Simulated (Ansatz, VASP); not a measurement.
# One calculation of AsO, two programs

The input INCAR:

```
ALGO = Normal
EDIFF = 1E-7
EDIFFG = -0.04
ENCUT = 600
GGA = PE
IBRION = 2
ISIF = 3
ISMEAR = 0
LASPH = True
LCHARG = False
LREAL = False
LWAVE = False
NELM = 80
NSW = 90
PREC = Accurate
SIGMA = 0.1
```

File KPOINTS:

```
k-points
0
Gamma
  6 6 6
```

File POSCAR:

```
AsO
1.0
    3.3808453200      0.0000000000      0.0000000000
    0.0000000000      3.3808453200      0.0000000000
    0.0000000000      0.0000000000      3.3808453200
As O
1 1
Direct
    0.0000000000      0.0000000000      0.0000000000
    0.5000000000      0.5000000000      0.5000000000
```

Input for Ansatz:

```yaml
crystal:
  lattice:
    - [3.38084532, 0.0, 0.0]
    - [0.0, 3.38084532, 0.0]
    - [0.0, 0.0, 3.38084532]
  atoms:
    - { symbol: As, position: [0.0, 0.0, 0.0] }
    - { symbol: O, position: [0.5, 0.5, 0.5] }
basis:
  ecutwfc: 420
kpoints:
  mp_grid: { grid: [6, 6, 6] }
hamiltonian:
  xc: pbe
scf:
  occupations: { method: gaussian, width: 0.1 }
  lower_state_search: "off"
output:
  forces: true
  stress: true
  eigenvalues: true
relax:
  adjacent_minimum: "off"
  f_tol: 0.04
  max_steps: 70
  cell: { stress_tol: 0.4 }
```

Change from the starting cell: species swapped into the ZrIr type (Pm-3m, No. 221).

Alike in both runs: task relaxation of cell and atoms; functional PBE; k mesh 6 × 6 × 6; occupations gaussian, width 0.1 eV; no spin polarisation.

|  | VASP | Ansatz |
| --- | --- | --- |
| version | VASP 6.6.1 | Ansatz 0.2.0 |
| potentials or method | VASP PAW PBE potentials, release 64 (As, O), cutoff 600 eV | scalar-relativistic, plane waves, PAW |
| valence electrons in the cell | 11 | 21 |

Ansatz gave:

| Quantity | Value |
| --- | --- |
| gap on the k mesh at the Fermi level, each at its own relaxed structure (eV) | none |
| relaxed volume (Å³/atom) | 12.24 |
| relaxed length of the cell vector where the two differ most in proportion (Å) | 2.904 |

Question: Which values does VASP return?

Answer: gap on the k mesh at the Fermi level, each at its own relaxed structure (eV): none; relaxed volume (Å³/atom): 12.26; relaxed length of the cell vector where the two differ most in proportion (Å): 2.905.

A gap of «none» marks a metal or a gap that the smearing closes. VASP's potentials hold 11 valence electrons a cell and Ansatz's 21, so a difference there can come from the potentials and not from the codes.

Noted on VASP's run: the volume moved by over 15 % at a fixed basis, so the end points are rough.
